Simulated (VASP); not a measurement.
A run of VASP 6.6.1 is set up as follows.

The input INCAR:

```
SYSTEM = SiTe3
PREC = Accurate ; ENCUT = 500
EDIFF = 1E-6 ; ISMEAR = 1
SIGMA = 0.1 ; LREAL = .FALSE.
LASPH = .TRUE. ; NELM = 120
ALGO = Normal ; ISIF = 2
LWAVE = .FALSE. ; LCHARG = .TRUE.
GGA = PE ; LELF = .TRUE.
LVHAR = .TRUE. ; NBANDS = 19
GGA_COMPAT = .FALSE.
```

File KPOINTS:

```
regular mesh
0
G
  10 10 10
  0 0 0
```

Contents of POSCAR:

```
SiTe3
1.0
    4.7073466509      0.0000000000      0.0000000000
    0.0000000000      4.7073466509      0.0000000000
    0.0000000000      0.0000000000      4.7073466509
Si Te
1 3
Direct
    0.0000000000      0.0000000000      0.0000000000
    0.5000000000      0.0000000000      0.5000000000
    0.0000000000      0.5000000000      0.5000000000
    0.5000000000      0.5000000000      0.0000000000
```

Potentials or basis: VASP PAW PBE potentials, release 64 (Si, Te).

Launch:

```console
$ cat potpaw_PBE.64/Si/POTCAR potpaw_PBE.64/Te/POTCAR > POTCAR
$ mpirun -np 1 vasp_std > vasp.out
```

Q: Predict the pressure.

A: -0.1 GPa.

Q: Predict the band gap on the k mesh.

A: Zero (band 11 reaches 10.03 eV, above the bottom of band 12 at 7.25 eV).

Caveat: spin-orbit coupling is left out, which moves the levels of the heavy elements.
